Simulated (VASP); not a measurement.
Here is a VASP 6.6.1 calculation.

INCAR

```
SYSTEM = P
ALGO = Normal
EDIFF = 1E-6
EDIFFG = -0.01
ENCUT = 600
GGA = RE
IBRION = 2
ISIF = 3
ISMEAR = -1
LASPH = .TRUE.
LCHARG = .FALSE.
LREAL = .FALSE.
LWAVE = .FALSE.
NELM = 80
NSW = 60
PREC = Accurate
SIGMA = 0.05
```

File KPOINTS:

```
k-points
0
G
  8 8 6
  0 0 0
```

POSCAR

```
P
1.0
    1.6477431241     -5.4650377251      0.0000000000
    1.6477431241      5.4650377251      0.0000000000
    0.0000000000      0.0000000000      4.5436355900
P
4
Direct
    0.9041431300      0.0958568700      0.5888151700
    0.0958568700      0.9041431300      0.4111848300
    0.5958568700      0.4041431300      0.0888151700
    0.4041431300      0.5958568700      0.9111848300
```

Potentials or basis: VASP PAW PBE potentials, release 64 (P).

Run with:

```sh
$ cat potpaw_PBE.64/P/POTCAR > POTCAR
$ mpirun -np 1 vasp_std > vasp.out
```

**Question.** Predict the relaxed volume.

**Answer.** 29.48 Å³/atom.

**Question.** Predict the band gap on the k mesh.

**Answer.** 0.90 eV.

**Question.** What does it give for the space group after relaxing (to 0.1 Å)?

**Answer.** Cmce (No. 64).

**Question.** Estimate the relaxed cell.

**Answer.** a = 7.726 Å, b = 7.726 Å, c = 4.719 Å, α = 90.00°, β = 90.00°, γ = 155.25°.

Final structure:
```yaml
crystal:
  lattice:
    - [1.65553, -7.54614, 0.00000]
    - [1.65553, 7.54614, 0.00000]
    - [0.00000, 0.00000, 4.71931]
  atoms:
    - { symbol: P, position: [0.93064, 0.06936, 0.59221] }
    - { symbol: P, position: [0.06936, 0.93064, 0.40779] }
    - { symbol: P, position: [0.56936, 0.43064, 0.09221] }
    - { symbol: P, position: [0.43064, 0.56936, 0.90779] }
```

Caveat: the volume moved by over 15 % at a fixed basis, so the end points are rough; the PAW data sets were made with another functional, which shifts forces and pressure a little. A k mesh can miss the band edges.
